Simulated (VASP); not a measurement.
Runs of VASP 6.6.1 on Hf. The structure is that of space group I4/mmm (No. 139), or close to it. The cells are those of the table. 

```csv
cell,further INCAR settings,gap on the mesh (eV),pressure (GPa)
"a = 3.197, b = 3.197, c = 3.041 Å, angles 61.6, 61.6, 56.8°, 1 atom",ALGO = Fast; EDIFF = 1e-06; NBANDS = 11,none,-2.0
"a = 3.076, b = 3.076, c = 3.314 Å, angles 57.4, 57.4, 65.2°, 1 atom",ALGO = Fast; EDIFF = 1e-07; NBANDS = 11,none,-2.1
"a = 3.496, b = 3.496, c = 2.743 Å, angles 66.9, 66.9, 46.2°, 1 atom",ALGO = Fast; EDIFF = 1e-07; NBANDS = 11,none,(a)
"a = 3.120, b = 3.120, c = 3.183 Å, angles 59.3, 59.3, 61.3°, 1 atom",ALGO = Fast; EDIFF = 1e-06; NBANDS = 11,none,-2.0
"a = 3.336, b = 3.336, c = 2.877 Å, angles 64.5, 64.5, 51.1°, 1 atom",ALGO = Fast; EDIFF = 1e-06; NBANDS = 11,none,-2.7
"a = 3.263, b = 3.263, c = 2.954 Å, angles 63.1, 63.1, 53.8°, 1 atom",ALGO = Fast; EDIFF = 1e-07; NBANDS = 11,none,(b)
"a = 3.057, b = 3.057, c = 3.624 Å, angles 53.6, 53.6, 72.7°, 1 atom",ALGO = Fast; EDIFF = 1e-07; NBANDS = 11,none,-2.9
```

Alike in all rows: task single point; level PBEsol; potentials or basis VASP PAW PBE potentials, release 64 (Hf_pv); no spin polarisation; k mesh 20 × 20 × 20; cutoff (eV) 520; smearing gaussian 0.15 eV.

Task: Estimate the missing entries.

Result: (a) -1.0; (b) -2.3.

Caveats: the PAW data sets were made with another functional, which shifts forces and pressure a little; spin-orbit coupling is left out, which moves the levels of the heavy elements; the stress differs along the axes, from -5 to -0 GPa (at least some runs); the stress differs along the axes, from -4 to 1 GPa (at least some runs); the stress differs along the axes, from -19 to 8 GPa (at least some runs); the stress differs along the axes, from -12 to 2 GPa (at least some runs); the stress differs along the axes, from -9 to 1 GPa (at least some runs).

A k mesh can miss the band edges, and the runs leave out spin-orbit coupling on Hf.

A gap of «none» marks levels without a gap at the run's occupations.
